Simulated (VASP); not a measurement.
# Na15F17 (a cell with a defect): single point with PBE

Na15F17 (a cell with a defect):

```
CELL_PARAMETERS angstrom
-4.69998 4.69998 4.69998
4.69998 -4.69998 4.69998
4.69998 4.69998 -4.69998
ATOMIC_POSITIONS crystal
F 0.00000 0.25000 0.75000
F 0.50000 0.75000 0.25000
F 0.50000 0.00000 0.00000
F 0.50000 0.25000 0.75000
F 0.75000 0.50000 0.25000
F 0.50000 0.50000 0.50000
F 0.75000 0.75000 0.00000
F 0.74238 0.99238 0.75000
F 0.00000 0.25000 0.25000
F 0.74238 0.25000 0.49238
F 0.00000 0.50762 0.00762
F 0.00000 0.75000 0.75000
F 0.25000 0.00000 0.25000
F 0.00000 0.99238 0.49238
F 0.25762 0.25000 0.00762
F 0.25762 0.50762 0.75000
F 0.25000 0.75000 0.50000
Na 0.00000 0.49637 0.50363
Na 0.00000 0.75000 0.25000
Na 0.24637 0.00363 0.75000
Na 0.00000 0.00363 0.99637
Na 0.24637 0.25000 0.50363
Na 0.24637 0.49637 0.24274
Na 0.50000 0.75000 0.75000
Na 0.24637 0.74274 0.99637
Na 0.50726 0.00363 0.50363
Na 0.50000 0.25000 0.25000
Na 0.75363 0.49637 0.75000
Na 0.49274 0.49637 0.99637
Na 0.75363 0.75726 0.50363
Na 0.75363 0.00363 0.25726
Na 0.75363 0.25000 0.99637
```

```json
{
 "Program": "VASP 6.6.1",
 "Task": "single point",
 "Functional": "PBE",
 "Potentials or basis": "VASP PAW PBE potentials, release 64 (F, Na_pv)",
 "Cutoff": "520 eV",
 "k mesh": "2 × 2 × 2, shifted",
 "Occupations": "gaussian, width 0.01 eV",
 "Spin": "no spin polarisation",
 "Dipole correction": "no",
 "Charge": "2",
 "Further INCAR settings": "LREAL = Auto; ALGO = Normal; EDIFF = 1e-06; NBANDS = 134; NELECT = 222.0"
}
```

The largest force is 0.004 eV/Å.

Forces in eV/Å, atoms in the order of the input:
```
F    0.000  0.000  0.000
F    0.000  0.000  0.000
F    0.000  0.000  0.000
F    0.000  0.000  0.000
F    0.000  0.000  0.000
F    0.000  0.000  0.000
F    0.000  0.000  0.000
F    0.000  0.000  0.003
F    0.000  0.000  0.000
F    0.000  0.003  0.000
F   -0.003  0.000  0.000
F    0.000  0.000  0.000
F    0.000  0.000  0.000
F    0.003  0.000  0.000
F    0.000 -0.003  0.000
F    0.000  0.000 -0.003
F    0.000  0.000  0.000
Na   0.000 -0.003  0.003
Na   0.000  0.000  0.000
Na  -0.003  0.003  0.000
Na   0.000  0.003 -0.003
Na  -0.003  0.000  0.003
Na   0.003  0.003  0.000
Na   0.000  0.000  0.000
Na   0.003  0.000  0.003
Na   0.000 -0.003 -0.003
Na   0.000  0.000  0.000
Na   0.003 -0.003  0.000
Na   0.000  0.003  0.003
Na  -0.003  0.000 -0.003
Na  -0.003 -0.003  0.000
Na   0.003  0.000 -0.003
```

Levels at points of the mesh, in eV from the Fermi level:
```
           k point  band 109  band 110  band 111  band 112  band 113  band 114
(0.25, 0.25, 0.25)     -0.03     -0.03     -0.01     -0.01     -0.01      8.46
```

It took 5.9 min on 1 thread of Intel(R) Xeon(R) Platinum 8488C (Sapphire Rapids), with other jobs on the host, peak memory 0.54 GiB.

Caveat: the k points lie up to 0.47 Å⁻¹ apart; the cell carries a net charge on a neutralising background, which shifts energy and pressure; the cell is charged against a uniform background, so pressure and absolute levels hang on convention.
